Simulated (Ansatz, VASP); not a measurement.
## C in VASP and in Ansatz

File INCAR:

```
SYSTEM = C
  ALGO = Normal
  EDIFF = 1E-6
  ENCUT = 520
  GGA = PE
  ISIF = 2
  ISMEAR = 0
  LASPH = .TRUE.
  LCHARG = .FALSE.
  LREAL = .FALSE.
  LWAVE = .FALSE.
  NBANDS = 31
  NELM = 60
  PREC = Accurate
  SIGMA = 0.05
```

Contents of KPOINTS:

```
k-points
0
G
  12 12 12
  0 0 0
```

Contents of POSCAR:

```
C
1.0
    1.2597845300      0.7273369375     10.3670139469
   -1.2597845300      0.7273369375     10.3670139469
    0.0000000000     -1.4546738750     10.3670139469
C
10
Direct
    0.0248257000      0.0248257000      0.0248257000
    0.9751743000      0.9751743000      0.9751743000
    0.1086810650      0.1086810650      0.1086810650
    0.8913189350      0.8913189350      0.8913189350
    0.1583663742      0.1583663742      0.1583663742
    0.8416336258      0.8416336258      0.8416336258
    0.3748589682      0.3748589682      0.3748589682
    0.6251410318      0.6251410318      0.6251410318
    0.4253192967      0.4253192967      0.4253192967
    0.5746807033      0.5746807033      0.5746807033
```

Input for Ansatz:

```yaml
crystal:
  lattice:
    - [1.25978453, 0.7273369375, 10.3670139469]
    - [-1.25978453, 0.7273369375, 10.3670139469]
    - [0.0, -1.454673875, 10.3670139469]
  atoms:
    - { symbol: C, position: [0.0248257, 0.0248257, 0.0248257] }
    - { symbol: C, position: [0.9751743, 0.9751743, 0.9751743] }
    - { symbol: C, position: [0.108681065, 0.108681065, 0.108681065] }
    - { symbol: C, position: [0.891318935, 0.891318935, 0.891318935] }
    - { symbol: C, position: [0.1583663742, 0.1583663742, 0.1583663742] }
    - { symbol: C, position: [0.8416336258, 0.8416336258, 0.8416336258] }
    - { symbol: C, position: [0.3748589682, 0.3748589682, 0.3748589682] }
    - { symbol: C, position: [0.6251410318, 0.6251410318, 0.6251410318] }
    - { symbol: C, position: [0.4253192967, 0.4253192967, 0.4253192967] }
    - { symbol: C, position: [0.5746807033, 0.5746807033, 0.5746807033] }
basis:
  ecutwfc: 520.0
kpoints:
  mp_grid: { grid: [12, 12, 12] }
hamiltonian:
  xc: pbe
  pseudopotentials: { kind: paw, azcp: { folder: soft_1 } }
scf:
  occupations: { method: gaussian, width: 0.05 }
output:
  forces: true
  stress: true
  eigenvalues: true
```

Alike in both runs: task single point; functional PBE; k mesh 12 × 12 × 12; occupations gaussian, width 0.05 eV; no spin polarisation.

|  | VASP | Ansatz |
| --- | --- | --- |
| version | VASP 6.6.1 | Ansatz 0.2.0 |
| potentials or method | VASP PAW PBE potentials, release 64 (C), cutoff 520 eV | scalar-relativistic, plane waves, PAW |
| valence electrons in the cell | 40 | 40 |

```csv
,VASP,Ansatz,Ansatz less VASP
gap on the k mesh at the Fermi level (eV),4.48,4.49,+0.010
least direct gap on the mesh (eV),5.34,5.35,+0.006
pressure (GPa),0.6,0.0,-0.62
```
